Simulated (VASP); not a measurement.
Cs3Cl2, 5 atoms in the cell. It takes space group Pm-3m (No. 221, cubic). Conventional cell: a = 6.665 Å, b = 6.665 Å, c = 6.665 Å, α = 90.00°, β = 90.00°, γ = 90.00°. Cs (site symmetry 4/mmm) has 2 Cl at 3.33 Å within 4.4 Å. Cl (site symmetry m-3m) has 6 Cs at 3.33 Å within 4.4 Å. 

| Quantity | Value |
| --- | --- |
| Program | VASP 6.6.1 |
| Task | relaxation of cell and atoms |
| Functional | PBE |
| Potentials or basis | VASP PAW PBE potentials, release 64 (Cs_sv, Cl) |
| Cutoff | 600 eV |
| k mesh | 6 × 6 × 6 |
| Occupations | gaussian, width 0.1 eV |
| Spin | no spin polarisation |
| Dipole correction | no |
| Further INCAR settings | ALGO = Normal; EDIFF = 1e-06; IBRION = 2; EDIFFG = -0.01; NSW = 100; ISIF = 3 |

Potentials or basis: VASP PAW PBE potentials, release 64 (Cs_sv, Cl).

Command:

```console
$ cat potpaw_PBE.64/Cs_sv/POTCAR potpaw_PBE.64/Cl/POTCAR > POTCAR
$ mpirun -np 1 vasp_std > vasp.out
```

Hardware: 1 thread of Intel(R) Xeon(R) Platinum 8259CL CPU @ 2.50GHz (Skylake/Cascade Lake) (shared host).

Problem. How long does it take, and how much memory?

Solution. Wall time 7.7 min on 1 thread of Intel(R) Xeon(R) Platinum 8259CL CPU @ 2.50GHz (Skylake/Cascade Lake), with other jobs on the host, peak memory 0.51 GiB. Counts: scf iterations 40, k points 20, ion steps 4.
